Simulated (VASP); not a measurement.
The system is In3O2.

```xyz
5
Lattice="1.7697 1.0217 8.2035 -1.7697 1.0217 8.2035 0.0000 -2.0435 8.2035" Properties=species:S:1:pos:R:3 pbc="T T T"
In    0.0000    0.0000    0.0000
In    0.0000    0.0000    5.1559
In    0.0000    0.0000   19.4546
O     0.0000    0.0000    9.8442
O     0.0000    0.0000   14.7663
```

* Program: VASP 6.6.1
* Task: relaxation of cell and atoms
* Functional: PBE
* Potentials or basis: VASP PAW PBE potentials, release 64 (In_d, O)
* Cutoff: 600 eV
* k mesh: 6 × 6 × 6
* Occupations: gaussian, width 0.1 eV
* Spin: no spin polarisation

At the start: pressure -1.1 GPa; volume 17.80 Å³/atom.

Q: Where does the relaxation end?

A: Over 27 steps the energy falls by 157.7 meV/atom and the volume is 19.27 Å³/atom (+8.3 %); space group R-3m (No. 166, to 0.1 Å) before and after.

Step by step:
```tsv
step	energy change (eV)	largest force (eV/Å)	pressure (GPa)	volume (Å³)
1	0.0000	1.9863	-1.15	89.00
2	-0.3414	0.7456	1.19	87.37
3	-0.4118	0.5740	3.39	86.33
4	-0.5163	0.4730	-0.18	91.11
5	-0.5269	0.4222	-1.47	93.32
6	-0.5855	0.3270	-0.69	92.90
7	-0.6166	0.6263	0.64	92.33
8	-0.6753	0.3626	-0.45	93.34
9	-0.7194	0.3977	-1.88	94.83
10	-0.7435	0.3625	-0.83	93.77
11	-0.7482	0.3241	-0.06	93.11
12	-0.7599	0.2318	0.39	92.97
13	-0.7679	0.1123	1.46	92.64
14	-0.7749	0.1131	0.86	93.65
15	-0.7775	0.1153	0.31	94.61
16	-0.7776	0.1171	0.24	94.76
17	-0.7797	0.0715	0.01	94.97
18	-0.7816	0.1078	-0.34	95.34
19	-0.7833	0.0886	0.01	95.08
20	-0.7837	0.0538	0.49	94.67
21	-0.7839	0.0682	0.31	94.83
22	-0.7850	0.0669	0.24	95.06
23	-0.7859	0.0640	0.15	95.35
24	-0.7861	0.0523	0.00	95.93
25	-0.7863	0.0587	0.06	95.67
26	-0.7876	0.0419	-0.01	95.94
27	-0.7883	0.0224	-0.24	96.37
```

Final structure:
```
In O
1.0
     1.70324    0.98337    9.58912
    -1.70324    0.98337    9.58912
     0.00000   -1.96673    9.58912
In O
3 2
Direct
  0.00000 0.00000 0.00000
  0.21305 0.21305 0.21305
  0.78695 0.78695 0.78695
  0.41967 0.41967 0.41967
  0.58033 0.58033 0.58033
```

Caveat: a cell axis changed by over 15 % at a fixed basis, so the end point is rough; an odd number of electrons without spin polarisation forces a metal; a magnetic or distorted state may lie lower.
